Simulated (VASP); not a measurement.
CoNiO2:

```xyz
4
Lattice="3.0143 0.0000 0.0000 0.0000 3.0143 0.0000 0.0000 0.0000 4.2223" Properties=species:S:1:pos:R:3 pbc="T T T"
Ni    0.0000    0.0000    0.0000
Co    1.5072    1.5072    2.1111
O     0.0000    0.0000    2.1111
O     1.5072    1.5072    0.0000
```

Base run:

| Property | Result |
| --- | --- |
| Program | VASP 6.6.1 |
| Functional | PBEsol |
| Potentials or basis | VASP PAW PBE potentials, release 64 (Ni, Co, O) |
| Cutoff | 520 eV |
| k mesh | 9 × 9 × 6 |
| Occupations | fermi-dirac, width 0.05 eV |
| Spin | collinear spin, ferromagnetic start |
| Starting moments | [1.0, 2.0, 0.0, 0.0] μB |

Its results: pressure -12.4 GPa.

**Question.** The run is repeated on the same cell with these changes: spin from collinear spin, ferromagnetic start to no spin polarisation; further incar settings from ALGO = Normal; EDIFF = 1e-07; NBANDS = 28 to ALGO = Normal; EDIFF = 1e-06; NBANDS = 24. What comes out?

**Answer.** Pressure -23.8 GPa.

Caveats: the cell stands under tension; the PAW data sets were made with another functional, which shifts forces and pressure a little; an odd number of electrons without spin polarisation forces a metal (at least some runs); a magnetic or distorted state may lie lower (at least some runs).
